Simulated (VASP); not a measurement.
The system is CoO.

```
CELL_PARAMETERS angstrom
2.85630 0.00000 0.00000
-1.42815 2.47363 0.00000
0.00000 0.00000 2.78761
ATOMIC_POSITIONS crystal
Co 0.00000 0.00000 0.00000
O 0.66667 0.33333 0.50000
```

Base run:

- Program: VASP 6.6.1
- Functional: PBE
- Potentials or basis: VASP PAW PBE potentials, release 64 (Co, O)
- Cutoff: 520 eV
- k mesh: 11 × 11 × 10
- Occupations: fermi-dirac, width 0.05 eV
- Spin: collinear spin, ferromagnetic start
- Starting moments: [1.71, 0.0] μB

Its results: band gap on the k mesh zero (filled and empty bands overlap); pressure -8.0 GPa; net moment 3.00 μB per cell; site moments Co +2.56; O +0.40 μB.

The run is repeated on the same cell with these changes: moments at the start from [1.71, 0.0] to [2.0, 0.0]; dispersion from none to D3(BJ). What comes out?

Band gap on the k mesh zero (filled and empty bands overlap); pressure -6.3 GPa; net moment 3.00 μB per cell; site moments Co +2.56; O +0.40 μB.

Caveats: the cell stands under tension; a cell with one magnetic atom can't hold antiferromagnetic order, which such compounds often take; semilocal functionals often make such compounds metallic where correlation or magnetic order opens a gap, which also shifts bond lengths; three body term missing (at least some runs).
